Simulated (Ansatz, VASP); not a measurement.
**One calculation of PbI2, two programs**

Contents of POSCAR:

```
PbI2
1.0
    4.6174068962      0.0000000000      0.0000000000
   -2.3087034481      3.9987916717      0.0000000000
    0.0000000000      0.0000000000      6.7896837317
Pb I
1 2
Direct
    0.0000000000      0.0000000000      0.0000000000
    0.3333333333      0.6666666667      0.2650000000
    0.6666666667      0.3333333333      0.7350000000
```

File INCAR.step1:

```
SYSTEM = PbI2
  PREC = Accurate
  ENCUT = 550
  ISMEAR = 0
  SIGMA = 0.05
  LREAL = .FALSE.
  LASPH = .TRUE.
  NELM = 120
  NBANDS = 21
  GGA = PE
  ALGO = Normal
  EDIFF = 1E-5
  LWAVE = .TRUE.
  LCHARG = .FALSE.
  GGA_COMPAT = .FALSE.
```

The input INCAR.step2:

```
SYSTEM = PbI2
  PREC = Accurate
  ENCUT = 550
  EDIFF = 1E-6
  ISMEAR = 0
  SIGMA = 0.05
  LREAL = .FALSE.
  LASPH = .TRUE.
  NELM = 120
  ALGO = Normal
  ISIF = 2
  LWAVE = .FALSE.
  LCHARG = .FALSE.
  METAGGA = R2SCAN
  LMIXTAU = .TRUE.
  NBANDS = 21
  ISTART = 1
  GGA_COMPAT = .FALSE.
```

File KPOINTS:

```
regular mesh
0
G
  6 6 4
  0 0 0
```

Input for Ansatz:

```yaml
crystal:
  lattice:
    - [4.6174068962, 0.0, 0.0]
    - [-2.3087034481, 3.9987916717, 0.0]
    - [0.0, 0.0, 6.7896837317]
  atoms:
    - { symbol: Pb, position: [0.0, 0.0, 0.0] }
    - { symbol: I, position: [0.3333333333, 0.6666666667, 0.265] }
    - { symbol: I, position: [0.6666666667, 0.3333333333, 0.735] }
basis:
  ecutwfc: 500
kpoints:
  mp_grid: { grid: [6, 6, 4] }
hamiltonian:
  xc: r2scan
scf:
  occupations: { method: gaussian, width: 0.05 }
output:
  forces: true
  stress: true
  eigenvalues: true
```

Alike in both runs: task single point; functional r2SCAN; k mesh 6 × 6 × 4; occupations gaussian, width 0.05 eV; no spin polarisation.

|  | VASP | Ansatz |
| --- | --- | --- |
| version | VASP 6.6.1 | Ansatz 0.2.0 |
| potentials or method | VASP PAW PBE potentials, release 64 (Pb_d, I), cutoff 550 eV | scalar-relativistic, plane waves, PAW |
| valence electrons in the cell | 28 | 48 |

Ansatz gave:

| Item | Value |
| --- | --- |
| gap on the k mesh at the Fermi level (eV) | 2.52 |
| least direct gap on the mesh (eV) | 2.55 |
| pressure (GPa) | 1.3 |
| traceless stress, the component that is largest in VASP (GPa) | 0.41 |
| rms of the force components (eV/Å) | 0.068 |

What did VASP give for the same quantities?

gap on the k mesh at the Fermi level (eV): 2.51; least direct gap on the mesh (eV): 2.55; pressure (GPa): 1.3; traceless stress, the component that is largest in VASP (GPa): 0.41; rms of the force components (eV/Å): 0.070.

VASP's potentials were made for PBE, not for r2SCAN. Atom by atom the forces differ by 0.002 eV/Å (rms over components). The functional is the same, so the differences come from potentials, cutoffs and numerics. VASP's potentials hold 28 valence electrons a cell and Ansatz's 48, so a difference there can come from the potentials and not from the codes.

Neither program's run includes spin-orbit coupling.
